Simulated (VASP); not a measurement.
Set up this calculation in VASP 6.6.1, as the native input.

```yaml
Task: single point
Functional: LDA
Potentials_or_basis: VASP PAW LDA potentials, release 64 (W_sv)
Cutoff: 520 eV
k_mesh: 19 × 19 × 19
Occupations: fermi-dirac, width 0.08 eV
Spin: no spin polarisation
Dipole_correction: no
Further_INCAR_settings: ALGO = Normal; EDIFF = 1e-06; NBANDS = 13
```

The structure of W lies in POSCAR:

```
W
1.0
   -1.3220098550      1.3220098550      1.3220098550
    1.3220098550     -1.3220098550      1.3220098550
    1.3220098550      1.3220098550     -1.3220098550
W
1
Direct
    0.0000000000      0.0000000000      0.0000000000
```

This cell differs from its parent crystal: volume scaled by 0.6.

These files were run (other wordings do the same):

INCAR

```
SYSTEM = W
PREC = Accurate
ENCUT = 520
EDIFF = 1E-6
ISMEAR = -1
SIGMA = 0.08
LREAL = .False.
LASPH = .True.
NELM = 100
ALGO = Normal
ISIF = 2
LWAVE = .False.
LCHARG = .False.
GGA = CA
NBANDS = 13
```

KPOINTS

```
regular mesh
0
Gamma
  19 19 19
  0 0 0
```

Potentials or basis: VASP PAW LDA potentials, release 64 (W_sv).

Launch:

```bash
$ cat potpaw_LDA.64/W_sv/POTCAR > POTCAR
$ mpirun -np 1 vasp_std > vasp.out
```

Results of the run:

```yaml
Pressure: 497.1 GPa
Band_gap_on_the_k_mesh: zero (band 7 reaches 30.59 eV, above the bottom of band 8 at 18.29 eV)
```

Caveat: spin-orbit coupling is left out, which moves the levels of the heavy elements.

It took 32 s on 1 thread of AMD EPYC 7R13 Processor (Zen 3) (shared host), peak memory 0.1 GiB.
